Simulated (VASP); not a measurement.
# SiS3 (I4/mmm) in VASP: a series of runs, part 2 of 2

VASP 6.6.1. Earlier steps stand in the parts before.

### Step 3. Relaxation of cell and atoms, PBE

This run uses another cell than the first one, of 19.59 Å³/atom, 1.010 times its volume.

INCAR

```
ALGO = Normal
EDIFF = 1E-7
EDIFFG = -0.04
ENCUT = 600
GGA = PE
IBRION = 2
ISIF = 3
ISMEAR = 0
LASPH = T
LCHARG = F
LREAL = F
LWAVE = F
NELM = 100
NSW = 90
PREC = Accurate
SIGMA = 0.1
```

KPOINTS

```
k-points
0
Gamma
  6 6 6
```

POSCAR

```
SiS3
1.0
   -2.0621541520      2.0621541520      4.6063703135
    2.0621541520     -2.0621541520      4.6063703135
    2.0621541520      2.0621541520     -4.6063703135
Si S
1 3
Direct
    0.0000000000      0.0000000000      0.0000000000
    0.5000000000      0.5000000000      0.0000000000
    0.2500000000      0.7500000000      0.5000000000
    0.7500000000      0.2500000000      0.5000000000
```

Potentials or basis: VASP PAW PBE potentials, release 64 (Si, S).

Run with:

```bash
cat potpaw_PBE.64/Si/POTCAR potpaw_PBE.64/S/POTCAR > POTCAR
mpirun -np 1 vasp_std > vasp.out
```

OUTCAR:

```text
EDIFF = 1E-7
   EDIFFG = -0.04
   ENCUT = 600
   GGA = PE
   IBRION = 2
   ISIF = 3
   ISMEAR = 0
   LASPH = T
   LREAL = F
   NELM = 100
   NSW = 90
   PREC = Accurate

 ion  position               nearest neighbor table
   1  0.000  0.000  0.000-   2 2.92   2 2.92   2 2.92   2 2.92
   2  0.500  0.500  0.000-   1 2.92   1 2.92   1 2.92   1 2.92
   3  0.250  0.750  0.500-
   4  0.750  0.250  0.500-

  LATTYP: Found a body centered tetragonal cell.
 ALAT       =     4.1243083040
 C/A-ratio  =     2.2337662337

  Lattice vectors:

 A1 = (  -2.0621541520,   2.0621541520,   4.6063703135)
 A2 = (   2.0621541520,  -2.0621541520,   4.6063703135)
 A3 = (   2.0621541520,   2.0621541520,  -4.6063703135)

Analysis of symmetry for initial positions (statically):
=====================================================================
 Subroutine PRICEL returns:
 Original cell was already a primitive cell.

 Routine SETGRP: Setting up the symmetry group for a
 body centered tetragonal supercell.

 Subroutine GETGRP returns: Found 16 space group operations
 (whereof 16 operations were pure point group operations)
 out of a pool of 16 trial point group operations.

The static configuration has the point symmetry D_4h.

Analysis of symmetry for dynamics (positions and initial velocities):
=====================================================================
 Subroutine PRICEL returns:
 Original cell was already a primitive cell.

 Routine SETGRP: Setting up the symmetry group for a
 body centered tetragonal supercell.

 Subroutine GETGRP returns: Found 16 space group operations
 (whereof 16 operations were pure point group operations)
 out of a pool of 16 trial point group operations.

The dynamic configuration has the point symmetry D_4h.

 Subroutine INISYM returns: Found 16 space group operations
 (whereof 16 operations are pure point group operations),
 and found     1 'primitive' translations

----------------------------------------------------------------------------------------

                                     Primitive cell

  volume of cell :      78.3540

  direct lattice vectors                    reciprocal lattice vectors
    -2.062154152  2.062154152  4.606370314     0.000000000  0.242464900  0.108545333
     2.062154152 -2.062154152  4.606370314     0.242464900  0.000000000  0.108545333
     2.062154152  2.062154152 -4.606370314     0.242464900  0.242464900  0.000000000

  length of vectors
     5.451936074  5.451936074  5.451936074     0.265652625  0.265652625  0.342897150

  position of ions in fractional coordinates (direct lattice)
     0.000000000  0.000000000  0.000000000
     0.500000000  0.500000000  0.000000000
     0.250000000  0.750000000  0.500000000
     0.750000000  0.250000000  0.500000000

  ion indices of the primitive-cell ions
   primitive index   ion index
                 1           1
                 2           2
                 3           3
                 4           4

----------------------------------------------------------------------------------------

 KPOINTS: k-points

Automatic generation of k-mesh.
 Grid dimensions read from file:
 generate k-points for:    6    6    6

 Generating k-lattice:

  Cartesian coordinates                     Fractional coordinates (reciprocal lattice)
     0.000000000  0.040410817  0.018090889     0.166666667 -0.000000000  0.000000000
     0.040410817  0.000000000  0.018090889    -0.000000000  0.166666667  0.000000000
     0.040410817  0.040410817  0.000000000     0.000000000  0.000000000  0.166666667

  Length of vectors
[... 65 lines left out ...]
   PSTRESS=    0.0 pullay stress
   NELECT =      22.0000    total number of electrons
   NUPDOWN=      -1.0000    fix difference up-down
   EMIN   =  10.00;   EMAX   =-10.00  energy-range for DOS
   EFERMI =   0.00;   METHOD = LEGACY
   ISMEAR =     0;   SIGMA  =   0.10  broadening in eV -4-tet -1-fermi 0-gaus
   EFERMI_NEDOS =   21; number of points for ismear=-14 and -15
   IALGO  =     38    algorithm
   IMIX   =      4    mixing-type and parameters
     AMIX     =   0.40;   BMIX     =  1.00
     AMIX_MAG =   1.60;   BMIX_MAG =  1.00
  volume/ion in A,a.u.               =      19.59       132.19
  Fermi-wavevector in a.u.,A,eV,Ry     =   1.072001  2.025789 15.635639  1.149187
  Thomas-Fermi vector in A             =   2.207759
   LORBIT       =      0    0 simple, 1 ext, 2 COOP (PROOUT), +10 PAW based schemes
   GGA     = PE    functional components
   LHFCALC =     F    Hartree Fock is set to
   AEXX    =    0.0000 exact exchange contribution
   IVDW    =     0    specifies the selected vdW correction
   LEPSILON=     F    determine dielectric tensor
   LRPA    =     F    only Hartree local field effects (RPA)
 conjugate gradient relaxation of ions
 non-spin polarized calculation
 Gauss-broadening in eV      SIGMA  =   0.10
  energy-cutoff  :      600.00
  volume of cell :       78.35
 maximum number of plane-waves:      2646
 NGX is ok and might be reduce to    48
   NGX = 21   NGY = 21   NGZ = 21

--------------------------------------- Ionic step        1  -------------------------------------------

 number of electron      22.0000000 magnetization

 Free energy of the ion-electron system (eV)
  ---------------------------------------------------
  ext. energy  EPLUGINS =         0.00000000
  ---------------------------------------------------
  free energy    TOTEN  =       -13.83700442 eV

  energy without entropy =      -13.81803846  energy(sigma->0) =      -13.82752144

------------------------ aborting loop because EDIFF is reached ----------------------------------------

  FORCE on cell =-STRESS in cart. coord.  units (eV):
  Direction    XX          YY          ZZ          XY          YZ          ZX
  --------------------------------------------------------------------------------------
  -------------------------------------------------------------------------------------
  Total       -6.1454107     -6.1454107     -1.1254297      0.0000000      0.0000000      0.0000000
  in kB     -125.6609680   -125.6609680    -23.0127151      0.0000000      0.0000000      0.0000000
  external PRESSURE =     -91.4448837 kB  Pullay stress =       0.0000000 kB
[... 95 lines left out ...]
  FREE ENERGIE OF THE ION-ELECTRON SYSTEM (eV)
  ---------------------------------------------------
  free  energy   TOTEN  =       -14.5892041018 eV

  energy  without entropy=      -14.5716942981  energy(sigma->0) =      -14.58044920

 E-fermi :   6.1023     XC(G=0): -10.0405

 val. band max:        6.0825714466   @ k =  -0.3333   0.5000   0.1667
 cond. band min:       6.1108596829   @ k =   0.5000   0.5000   0.3333
 fundamental gap:      0.0282882363
 Fermi energy:         6.1023037140

 k-point     1 :       0.0000    0.0000    0.0000
  band No.  band energies     occupation
      1     -10.2307      2.00000
      2      -8.8980      2.00000
      3      -2.2338      2.00000
      4      -0.3306      2.00000
      5       1.2592      2.00000
      6       1.2592      2.00000
      7       2.1502      2.00000
      8       2.1502      2.00000
      9       2.5165      2.00000
     10       3.9218      2.00000
     11       6.7921      0.00000
     12       8.7394      0.00000
     13       9.4404      0.00000
     14      10.1655      0.00000
[... 403 lines left out ...]
      4      -0.3635      2.00000
      5       0.4940      2.00000
      6       1.5295      2.00000
      7       2.1608      2.00000
      8       2.4407      2.00000
      9       3.2274      2.00000
     10       4.6053      2.00000
     11       6.3683      0.00017
     12       8.3619      0.00000
     13       8.4799      0.00000
     14       9.1828      0.00000
     15      10.3026      0.00000

 [... further k-points ...]

[... ionic steps 4 to 17 ...]

--------------------------------------- Ionic step       18  -------------------------------------------

 number of electron      21.9999996 magnetization

------------------------ aborting loop because EDIFF is reached ----------------------------------------
[... 71 lines left out ...]
--------------------------------------- Ionic step       20  -------------------------------------------

 number of electron      21.9999996 magnetization

 Free energy of the ion-electron system (eV)
  ---------------------------------------------------
  ext. energy  EPLUGINS =         0.00000000
  ---------------------------------------------------
  free energy    TOTEN  =       -16.07530951 eV

  energy without entropy =      -16.04193157  energy(sigma->0) =      -16.05862054

 E-fermi :   5.7575     XC(G=0):  -9.8456

 val. band max:        5.7397934633   @ k =  -0.3333   0.5000   0.1667
 cond. band min:       5.7613500678   @ k =   0.3333  -0.0000   0.0000
 fundamental gap:      0.0215566045
 Fermi energy:         5.7574626015

 k-point     1 :       0.0000    0.0000    0.0000
  band No.  band energies     occupation
      1     -10.5350      2.00000
      2      -9.3044      2.00000
      3      -2.5786      2.00000
      4      -0.4959      2.00000
      5       0.9175      2.00000
      6       0.9175      2.00000
      7       1.7947      2.00000
      8       1.7947      2.00000
      9       2.1574      2.00000
     10       3.2260      2.00000
     11       6.5383      0.00000
     12       8.4839      0.00000
     13       8.9740      0.00000
     14       9.8221      0.00000
[... 446 lines left out ...]
  FREE ENERGIE OF THE ION-ELECTRON SYSTEM (eV)
  ---------------------------------------------------
  free  energy   TOTEN  =       -16.0753095088 eV

  energy  without entropy=      -16.0419315670  energy(sigma->0) =      -16.05862054

 reached required accuracy - stopping structural energy minimisation
```

OSZICAR:

```text
N       E                     dE             d eps       ncg     rms          rms(c)
DAV:   1     0.992995975748E+02    0.99300E+02   -0.10466E+04   900   0.140E+03
DAV:   2    -0.714971569734E+01   -0.10645E+03   -0.10468E+03  1222   0.199E+02
DAV:   3    -0.139446941653E+02   -0.67950E+01   -0.66683E+01  1117   0.544E+01
[... 235 lines left out ...]
DAV:   5    -0.160753165873E+02    0.37824E-04   -0.18619E-04  1047   0.793E-02    0.311E-02
DAV:   6    -0.160753127273E+02    0.38601E-05   -0.17214E-05  1131   0.201E-02    0.134E-02
DAV:   7    -0.160753101913E+02    0.25359E-05   -0.32393E-06  1145   0.872E-03    0.762E-03
DAV:   8    -0.160753095011E+02    0.69022E-06   -0.45056E-07   769   0.306E-03    0.168E-03
DAV:   9    -0.160753095088E+02   -0.76861E-08   -0.37027E-08   527   0.134E-03
  20 F= -.16075310E+02 E0= -.16058621E+02  d E =-.542086E-03
```

CONTCAR:

```text
SiS3
   1.00000000000000
    -1.7103840952308413    1.7103840952308413    6.5918702839713115
     1.7103840952308413   -1.7103840952308413    6.5918702839713115
     1.7103840952308413    1.7103840952308413   -6.5918702839713115
  Si              S
     1     3
Direct
     0.0000000000000000    0.0000000000000000    0.0000000000000000
     0.5000000000000000    0.5000000000000000    0.0000000000000000
     0.2500000000000000    0.7500000000000000    0.5000000000000000
     0.7500000000000000    0.2500000000000000    0.5000000000000000

  0.00000000E+00  0.00000000E+00  0.00000000E+00
  0.00000000E+00  0.00000000E+00  0.00000000E+00
  0.00000000E+00  0.00000000E+00  0.00000000E+00
  0.00000000E+00  0.00000000E+00  0.00000000E+00
```

Wall time 11 min (1 thread of Intel Xeon Platinum 8375C at 2.90GHz (Ice Lake), shared host); peak memory 0.35 GiB.

Results:

* Free energy: -16.0753 eV
* Relaxed volume: 19.28 Å³/atom
* Relaxed cell: a = 7.022 Å, b = 7.022 Å, c = 7.022 Å, α = 151.80°, β = 151.80°, γ = 40.30°
* Space group after relaxing (to 0.05 Å): I4/mmm (No. 139)
* Energy gained by relaxing: 559.6 meV/atom
* Ionic steps: 20
* Pressure after relaxing: 0.0 GPa
* Band gap on the k mesh: zero (band 11 reaches 6.69 eV, above the bottom of band 12 at 5.00 eV)

The path:
| step | energy change (eV) | largest force (eV/Å) | pressure (GPa) | volume (Å³) |
| --- | --- | --- | --- | --- |
| 1 | 0.0000 | 0.0000 | -9.14 | 78.35 |
| 2 | -0.6824 | 0.0000 | -1.32 | 66.26 |
| 3 | -0.7522 | 0.0000 | 2.90 | 62.67 |
| 4 | -1.1590 | 0.0000 | 4.79 | 61.73 |
| 5 | -1.1606 | 0.0000 | 26.86 | 56.68 |
| 6 | -1.3811 | 0.0000 | 8.25 | 60.38 |
| 7 | -1.5222 | 0.0000 | 14.71 | 58.69 |
| 8 | -1.4548 | 0.0000 | 19.64 | 57.73 |
| 9 | -1.5139 | 0.0000 | 16.75 | 58.25 |
| 10 | -1.6695 | 0.0000 | 15.69 | 59.82 |
| 11 | -1.7431 | 0.0000 | 15.24 | 61.87 |
| 12 | -1.9695 | 0.0000 | 9.81 | 64.71 |
| 13 | -2.1904 | 0.0000 | 2.27 | 70.77 |
| 14 | -2.2063 | 0.0000 | 0.46 | 72.78 |
| 15 | -2.2068 | 0.0000 | 0.13 | 73.19 |
| 16 | -2.2130 | 0.0000 | 0.13 | 73.53 |
| 17 | -2.2270 | 0.0000 | 0.16 | 74.54 |
| 18 | -2.2377 | 0.0000 | 0.33 | 76.54 |
| 19 | -2.2378 | 0.0000 | 0.34 | 76.62 |
| 20 | -2.2383 | 0.0000 | 0.02 | 77.14 |

Final structure:
```xyz
4
Lattice="-1.7104 1.7104 6.5919 1.7104 -1.7104 6.5919 1.7104 1.7104 -6.5919" Properties=species:S:1:pos:R:3 pbc="T T T"
Si    0.0000    0.0000    0.0000
S     0.0000    0.0000    6.5919
S     1.7104    0.0000    3.2959
S     0.0000    1.7104    3.2959
```

### Step 4. Single point, PBE

This run uses another cell than the first one, of 19.59 Å³/atom, 1.010 times its volume.

INCAR

```
SYSTEM = SiS3
PREC = Accurate ; ENCUT = 500
EDIFF = 1E-6 ; ISMEAR = 0
SIGMA = 0.1 ; LREAL = .False.
LASPH = .True. ; NELM = 120
ALGO = Normal ; ISIF = 2
LWAVE = .False. ; LCHARG = .False.
GGA = PE ; NBANDS = 19
GGA_COMPAT = .False.
```

KPOINTS

```
regular mesh
0
Gamma
  6 6 6
  0 0 0
```

POSCAR is that of step 3.

Run with:

```bash
cat potpaw_PBE.64/Si/POTCAR potpaw_PBE.64/S/POTCAR > POTCAR
mpirun -np 1 vasp_std > vasp.out
```

It took 35 s on 1 thread of Intel Xeon 6975P-C (Granite Rapids), shared host; peak memory 0.23 GiB.

The run converged. Its results:

```
Free energy            : -13.8364 eV
Pressure               : -9.2 GPa
Band gap on the k mesh : zero (band 11 reaches 5.97 eV, above the bottom of band 12 at 4.39 eV)
```

Stress tensor (GPa, compression positive):
```
-12.61   0.00   0.00
  0.00 -12.61   0.00
  0.00   0.00  -2.34
```

Levels at points of the mesh, in eV from the Fermi level:
```csv
k point,band 7,band 8,band 9,band 10,band 11,band 12,band 13,band 14,band 15,band 16
"(0.00, 0.00, 0.00)",-3.73,-2.80,-2.80,-1.63,-0.44,0.53,0.53,3.57,4.37,4.37
"(0.50, 0.00, 0.00)",-2.89,-2.34,-1.78,-1.05,-0.81,-0.66,1.09,1.38,1.57,3.44
"(0.50, 0.50, 0.00)",-3.51,-3.37,-2.32,-1.33,0.74,1.66,1.71,2.69,4.68,4.98
"(0.50, 0.50, 0.50)",-1.24,-1.09,-1.09,-0.79,-0.71,0.82,0.82,2.11,3.87,3.87
```

### Step 5. The runs side by side

| task | cell | cutoff (eV) | gap on the mesh (eV) | pressure (GPa) |
| --- | --- | --- | --- | --- |
| single point | a = 7.049 Å, angles 151.9, 151.9, 40.2°, 4 atoms | 520 | none | -0.1 |
| relaxation of cell and atoms | relaxed from a = 5.452 Å, angles 135.6, 135.6, 64.7°, 4 atoms | 600 | none | 0.0 |
| single point | a = 5.452 Å, angles 135.6, 135.6, 64.7°, 4 atoms | 500 | none | -9.2 |

Alike in all rows: level PBE; potentials or basis VASP PAW PBE potentials, release 64 (Si, S); no spin polarisation; k mesh 6 × 6 × 6; smearing gaussian 0.1 eV.

Caveats: some runs use coarse meshes.

Total energies depend on the potentials used, so only differences within one code and one set of settings carry meaning.
